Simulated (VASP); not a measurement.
Set up this calculation in VASP 6.6.1, as the native input.

- Task: electric field gradients
- Functional: LDA
- Potentials or basis: VASP PAW LDA potentials, release 64 (Zn, O)
- Cutoff: 520 eV
- k mesh: 11 × 11 × 6
- Occupations: fermi-dirac, width 0.02 eV
- Spin: no spin polarisation
- Dipole correction: no
- Further INCAR settings: ALGO = Normal; EDIFF = 1e-08; NBANDS = 26

The structure of ZnO lies in POSCAR:

```
ZnO
1.0
    3.2169047367      0.0000000000      0.0000000000
   -1.6084523683      2.7859212235      0.0000000000
    0.0000000000      0.0000000000      5.2038000000
Zn O
2 2
Direct
    0.3333333333      0.6666666667      0.0000000000
    0.6666666667      0.3333333333      0.5000000000
    0.3333333333      0.6666666667      0.3821000000
    0.6666666667      0.3333333333      0.8821000000
```

This cell differs from its parent crystal: equal xx and yy strain of -1 %.

These files were run (other wordings do the same):

INCAR

```
SYSTEM = ZnO
ALGO = Normal ; EDIFF = 1E-8
ENCUT = 520 ; GGA = CA
ISIF = 2 ; ISMEAR = -1
LASPH = .True. ; LCHARG = .False.
LEFG = .True. ; LREAL = .False.
LWAVE = .False. ; NBANDS = 26
NELM = 100 ; PREC = Accurate
SIGMA = 0.02
```

KPOINTS

```
k-points
0
Gamma
  11 11 6
  0 0 0
```

Potentials or basis: VASP PAW LDA potentials, release 64 (Zn, O).

Launch:

```console
$ cat potpaw_LDA.64/Zn/POTCAR potpaw_LDA.64/O/POTCAR > POTCAR
$ mpirun -np 1 vasp_std > vasp.out
```

Results of the run:

| Quantity | Value |
| --- | --- |
| Pressure | -3.1 GPa |
| Largest force | 0.125 eV/Å |
| Band gap on the k mesh | 0.76 eV, direct |

Caveat: the cell differs from its parent crystal (equal xx and yy strain of -1 %); without QUAD_EFG the Cq values of the log hold for a quadrupole moment of 1 mb, not for the nuclei.

It took 75 s on 1 thread of Intel(R) Xeon(R) Platinum 8259CL CPU @ 2.50GHz (Skylake/Cascade Lake), on a shared host, peak memory 0.19 GiB.
